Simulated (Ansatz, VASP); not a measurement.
# Two plane-wave programs on B

Contents of INCAR:

```
PREC = Accurate ; ENCUT = 600
EDIFF = 1E-7 ; ISMEAR = 0
SIGMA = 0.1 ; LREAL = F
LASPH = T ; NELM = 60
ALGO = Normal ; ISIF = 3
LWAVE = F ; LCHARG = F
GGA = PE ; IBRION = 2
NSW = 100 ; EDIFFG = -0.01
```

File KPOINTS:

```
regular mesh
0
Gamma
  34 20 12
```

File POSCAR:

```
B
1.0
    1.6066428618      0.0000000000      0.0000000000
    0.0000000000      2.8856468569      0.0000000000
    0.0000000000      0.0000000000      4.4673093011
B
2
Direct
    0.0000000000      0.0000000000      0.8953778789
    0.5000000000      0.5000000000      0.1046221211
```

Input for Ansatz:

```yaml
crystal:
  lattice:
    - [1.6066428618, 0.0, 0.0]
    - [0.0, 2.8856468569, 0.0]
    - [0.0, 0.0, 4.4673093011]
  atoms:
    - { symbol: B, position: [0.0, 0.0, 0.8953778789] }
    - { symbol: B, position: [0.5, 0.5, 0.1046221211] }
basis:
  ecutwfc: 420
kpoints:
  mp_grid: { grid: [34, 20, 12] }
hamiltonian:
  xc: pbe
scf:
  occupations: { method: gaussian, width: 0.1 }
output:
  forces: true
  stress: true
  eigenvalues: true
relax:
  adjacent_minimum: "off"
  f_tol: 0.01
  max_steps: 80
  cell: { stress_tol: 0.05 }
```

Alike in both runs: task relaxation of cell and atoms; functional PBE; k mesh 34 × 20 × 12; occupations gaussian, width 0.1 eV; no spin polarisation.

|  | VASP | Ansatz |
| --- | --- | --- |
| version | VASP 6.6.1 | Ansatz 0.2.0 |
| potentials or method | VASP PAW PBE potentials, release 64 (B), cutoff 600 eV | scalar-relativistic, plane waves, PAW |
| valence electrons in the cell | 6 | 6 |

|  | VASP | Ansatz | Ansatz less VASP |
| --- | --- | --- | --- |
| gap on the k mesh at the Fermi level, each at its own relaxed structure (eV) | none | none | - |
| relaxed volume (Å³/atom) | 9.13 | 9.14 | +0.008 |
| relaxed length of the cell vector where the two differ most in proportion (Å) | 3.925 | 3.929 | +0.0041 |

A gap of «none» marks a metal or a gap that the smearing closes.
